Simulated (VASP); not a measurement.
Zn4O:

```xyz
5
Lattice="4.1912 0.0000 0.0000 -2.0956 3.6297 0.0000 0.0000 0.0000 5.0406" Properties=species:S:1:pos:R:3 pbc="T T T"
Zn    1.5136    0.0000    3.4273
Zn   -0.7568    1.3108    3.4273
Zn    1.3388    2.3189    3.4273
Zn    0.0000    0.0000    1.3984
O     0.0000    0.0000    3.9658
```

* Program: VASP 6.6.1
* Task: relaxation of cell and atoms
* Functional: PBE
* Potentials or basis: VASP PAW PBE potentials, release 64 (Zn, O)
* Cutoff: 600 eV
* k mesh: 5 × 5 × 3
* Occupations: gaussian, width 0.2 eV
* Spin: no spin polarisation

At the start: pressure 56.9 GPa; volume 15.34 Å³/atom.

Question: How do energy, volume and symmetry change on relaxing?

Answer: Over 21 steps the energy falls by 1351.0 meV/atom and the volume is 19.57 Å³/atom (+27.6 %); space group P31m (No. 157, to 0.05 Å).

Step by step:
| step | energy change (eV) | largest force (eV/Å) | pressure (GPa) | volume (Å³) |
| --- | --- | --- | --- | --- |
| 1 | 0.0000 | 11.6127 | 56.93 | 76.68 |
| 2 | -3.0506 | 1.2513 | -9.54 | 152.83 |
| 3 | -5.7708 | 1.1162 | -2.64 | 105.20 |
| 4 | -5.7992 | 1.1090 | -1.87 | 103.86 |
| 5 | -5.8301 | 1.3334 | 0.36 | 100.44 |
| 6 | -5.8297 | 1.2867 | -0.03 | 100.95 |
| 7 | -6.0916 | 1.2362 | -1.20 | 101.64 |
| 8 | -6.3378 | 2.0279 | -1.25 | 103.61 |
| 9 | -6.3823 | 0.6918 | -2.09 | 102.72 |
| 10 | -6.4109 | 0.6248 | -1.97 | 103.01 |
| 11 | -6.5766 | 0.7487 | 0.63 | 98.77 |
| 12 | -6.6075 | 1.0713 | 2.52 | 96.23 |
| 13 | -6.7102 | 0.6894 | 1.20 | 97.27 |
| 14 | -6.7200 | 0.8211 | 0.94 | 97.68 |
| 15 | -6.7481 | 0.1236 | -0.67 | 99.46 |
| 16 | -6.7481 | 0.1088 | -0.68 | 99.50 |
| 17 | -6.7530 | 0.1819 | -0.12 | 98.54 |
| 18 | -6.7533 | 0.2074 | -0.17 | 98.38 |
| 19 | -6.7532 | 0.2604 | 0.12 | 98.05 |
| 20 | -6.7533 | 0.2291 | 0.04 | 98.24 |
| 21 | -6.7552 | 0.0441 | 0.12 | 97.86 |

Final structure:
```
CELL_PARAMETERS angstrom
4.59999 0.00000 0.00000
-2.30000 3.98371 0.00000
0.00000 0.00000 5.34030
ATOMIC_POSITIONS crystal
Zn 0.35021 0.00000 0.64999
Zn 0.00000 0.35021 0.64999
Zn 0.64979 0.64979 0.64999
Zn 0.00000 0.00000 0.25264
O 0.00000 0.00000 0.90137
```

Caveat: the k points lie up to 0.39 Å⁻¹ apart in the final cell; the volume moved by over 15 % at a fixed basis, so the end points are rough; the relaxation stopped at a loose force limit of 0.08 eV/Å, so its end isn't a converged minimum.
